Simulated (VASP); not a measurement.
The system is Al15TeN15 (a cell with a defect).

```
CELL_PARAMETERS angstrom
6.25951 0.00000 0.00000
-3.12976 5.42090 0.00000
0.00000 0.00000 10.03481
ATOMIC_POSITIONS crystal
Al 0.31981 0.17269 0.21839
Al 0.34103 0.15424 0.75275
Al 0.16363 0.33329 0.99041
Al 0.33126 0.67081 0.24742
Al 0.15011 0.80018 0.51149
Al 0.34058 0.65457 0.74923
Al 0.16564 0.82480 0.99684
Al 0.82619 0.16469 0.24761
Al 0.69842 0.34691 0.51162
Al 0.84136 0.15520 0.74923
Al 0.67018 0.32960 0.99718
Al 0.82963 0.66508 0.25067
Al 0.66774 0.83032 0.50050
Al 0.83571 0.65913 0.75450
Al 0.66743 0.82899 0.00008
Te 0.25196 0.24474 0.46712
N 0.15428 0.34132 0.17677
N 0.33316 0.16234 0.94337
N 0.17641 0.31959 0.69968
N 0.34558 0.69142 0.43479
N 0.16131 0.83053 0.18606
N 0.33739 0.66739 0.93747
N 0.16903 0.81484 0.69778
N 0.81489 0.15563 0.43587
N 0.66249 0.33149 0.18720
N 0.82930 0.15962 0.93758
N 0.68006 0.32549 0.69762
N 0.83102 0.66540 0.44085
N 0.66598 0.83053 0.18792
N 0.83174 0.66302 0.94112
N 0.67317 0.82262 0.68962
```

Base run:

| Quantity | Value |
| --- | --- |
| Program | VASP 6.6.1 |
| Functional | PBE |
| Potentials or basis | VASP PAW PBE potentials, release 64 (Al, Te, N) |
| Cutoff | 520 eV |
| k mesh | 1 × 1 × 1, shifted |
| Occupations | fermi-dirac, width 0.01 eV |
| Spin | no spin polarisation |

Its results: band gap on the k mesh 0.80 eV; pressure 5.0 GPa; largest force 0.030 eV/Å.

Problem. The run is repeated on the same cell with these changes: functional from PBE to HSE06. What comes out?

Solution. Band gap on the k mesh 1.62 eV; pressure -0.5 GPa; largest force 0.169 eV/Å.

Caveats: spin-orbit coupling is left out, which moves the levels of the heavy elements; the PAW data sets were made with another functional, which shifts forces and pressure a little (at least some runs).

A k mesh can miss the band edges.
